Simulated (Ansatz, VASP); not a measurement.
**Pb: VASP beside Ansatz**

File INCAR:

```
SYSTEM = Pb
ALGO = Normal
DIPOL = 0.5 0.5 0.500
EDIFF = 1E-7
ENCUT = 520
GGA = PE
IDIPOL = 3
ISIF = 2
ISMEAR = -1
LASPH = .True.
LCHARG = .True.
LDIPOL = .True.
LELF = .True.
LREAL = .False.
LVACPOTAV = .True.
LVHAR = .True.
LWAVE = .False.
NBANDS = 43
NELM = 80
PREC = Accurate
SIGMA = 0.08
```

KPOINTS

```
k-points
0
Gamma
  12 12 1
  0 0 0
```

The input POSCAR:

```
Pb
1.0
    3.5630884189      0.0000000000      0.0000000000
   -1.7815442094      3.0857250867      0.0000000000
    0.0000000000      0.0000000000     33.2860000000
Pb
5
Direct
    0.8333333333      0.1666666667      0.3304687648
    0.1666666667      0.8333333333      0.4123189085
    0.5000000000      0.5000000000      0.5000000020
    0.8333333333      0.1666666667      0.5876810938
    0.1666666667      0.8333333333      0.6695312352
```

Input for Ansatz:

```yaml
crystal:
  lattice:
    - [3.5630884189, 0.0, 0.0]
    - [-1.7815442094, 3.0857250867, 0.0]
    - [0.0, 0.0, 33.286]
  atoms:
    - { symbol: Pb, position: [0.8333333333, 0.1666666667, 0.3304687648] }
    - { symbol: Pb, position: [0.1666666667, 0.8333333333, 0.4123189085] }
    - { symbol: Pb, position: [0.5, 0.5, 0.500000002] }
    - { symbol: Pb, position: [0.8333333333, 0.1666666667, 0.5876810938] }
    - { symbol: Pb, position: [0.1666666667, 0.8333333333, 0.6695312352] }
kpoints:
  mp_grid: { grid: [12, 12, 1] }
scf:
  occupations: { method: fermi_dirac, width: 0.08 }
hamiltonian:
  xc: pbe
  pseudopotentials: { kind: all_electron, lapw: { basis_error: 0.001 } }
output:
  forces: true
  stress: true
  eigenvalues: true
efield:
  axis: 3
  amplitude: 0
  dipole_correction: true
```

Alike in both runs: task single point; functional PBE; k mesh 12 × 12 × 1; occupations fermi-dirac, width 0.08 eV; no spin polarisation.

```csv
,VASP,Ansatz
version,VASP 6.6.1,Ansatz 0.2.0
potentials or method,"VASP PAW PBE potentials, release 64 (Pb_d), cutoff 520 eV","all-electron LAPW, scalar-relativistic"
```

|  | VASP | Ansatz | Ansatz less VASP |
| --- | --- | --- | --- |
| rms of the force components (eV/Å) | 0.003 | 0.003 | +0.0004 |

Atom by atom the forces differ by 0.001 eV/Å (rms over components). Ansatz ran all-electron here, and VASP with PAW potentials.

Spin-orbit coupling is off throughout.
